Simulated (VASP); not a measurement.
Here is a VASP 6.6.1 calculation.

Contents of INCAR:

```
SYSTEM = ZnSe2
ALGO = Normal
EDIFF = 1E-6
ENCUT = 500
GGA = PS
GGA_COMPAT = .False.
ISIF = 2
ISMEAR = 0
LASPH = .True.
LCHARG = .False.
LREAL = .False.
LWAVE = .False.
NBANDS = 60
NELM = 120
PREC = Accurate
SIGMA = 0.02
```

The input KPOINTS:

```
k-points
0
Gamma
  4 4 4
  0 0 0
```

The input POSCAR:

```
ZnSe2
1.0
    6.0105956842      0.0000000000      0.0000000000
    0.0000000000      6.0105956842      0.0000000000
    0.0000000000      0.0000000000      6.0105956842
Zn Se
4 8
Direct
    0.5000000000      0.5000000000      0.0000000000
    0.5000000000      0.0000000000      0.5000000000
    0.0000000000      0.5000000000      0.5000000000
    0.0000000000      0.0000000000      0.0000000000
    0.1125817604      0.8874182396      0.3874182396
    0.8874182396      0.3874182396      0.1125817604
    0.3874182396      0.1125817604      0.8874182396
    0.6125817604      0.6125817604      0.6125817604
    0.8874182396      0.1125817604      0.6125817604
    0.1125817604      0.6125817604      0.8874182396
    0.6125817604      0.8874182396      0.1125817604
    0.3874182396      0.3874182396      0.3874182396
```

Potentials or basis: VASP PAW PBE potentials, release 64 (Zn, Se).

Run with:

```console
$ cat potpaw_PBE.64/Zn/POTCAR potpaw_PBE.64/Se/POTCAR > POTCAR
$ mpirun -np 1 vasp_std > vasp.out
```

Q: What does it give for the pressure?

A: 10.4 GPa.

Q: What does it give for the band gap on the k mesh?

A: 0.38 eV, direct.

Q: What does it give for the largest force?

A: 0.032 eV/Å.

Forces in eV/Å, atoms in the order of the input:
```
Zn   0.000  0.000  0.000
Zn   0.000  0.000  0.000
Zn   0.000  0.000  0.000
Zn   0.000  0.000  0.000
Se   0.018 -0.018 -0.018
Se  -0.018 -0.018  0.018
Se  -0.018  0.018 -0.018
Se   0.018  0.018  0.018
Se  -0.018  0.018  0.018
Se   0.018  0.018 -0.018
Se   0.018 -0.018  0.018
Se  -0.018 -0.018 -0.018
```

Caveat: the PAW data sets were made with another functional, which shifts forces and pressure a little. A k mesh can miss the band edges.
